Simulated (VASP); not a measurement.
A run of VASP 6.6.1:

File INCAR:

```
PREC = Accurate ; ENCUT = 600
EDIFF = 1E-7 ; ISMEAR = 0
SIGMA = 0.1 ; LREAL = False
LASPH = True ; NELM = 200
ALGO = Normal ; ISIF = 3
LWAVE = False ; LCHARG = False
GGA = PE ; IBRION = 2
NSW = 90 ; EDIFFG = -0.04
GGA_COMPAT = False ; NELMIN = 4
LMAXMIX = 6
```

Contents of KPOINTS:

```
regular mesh
0
Gamma
  6 6 6
```

POSCAR

```
TbGa2O
1.0
    1.7080944600      0.9861688000      5.9587863500
   -1.7080944600      0.9861688000      5.9587863500
    0.0000000000     -1.9723376000      5.9587863500
Tb Ga O
1 2 1
Direct
    0.5000000000      0.5000000000      0.5000000000
    0.2303145500      0.2303145500      0.2303145500
    0.7696854500      0.7696854500      0.7696854500
    0.0000000000      0.0000000000      0.0000000000
```

Potentials or basis: VASP PAW PBE potentials, release 64 (Tb_3, Ga_d, O), 4f in core.

The run is started by

```bash
$ cat potpaw_PBE.64/Tb_3/POTCAR potpaw_PBE.64/Ga_d/POTCAR potpaw_PBE.64/O/POTCAR > POTCAR
$ mpirun -np 1 vasp_std > vasp.out
```

Hardware: 1 thread of Intel(R) Xeon(R) Platinum 8488C (Sapphire Rapids) (shared host).

Question: How long does it take, and how much memory?

Answer: Wall time 29 min on 1 thread of Intel(R) Xeon(R) Platinum 8488C (Sapphire Rapids), with other jobs on the host, peak memory 0.47 GiB. Counts: scf iterations 246, k points 32, ion steps 21.
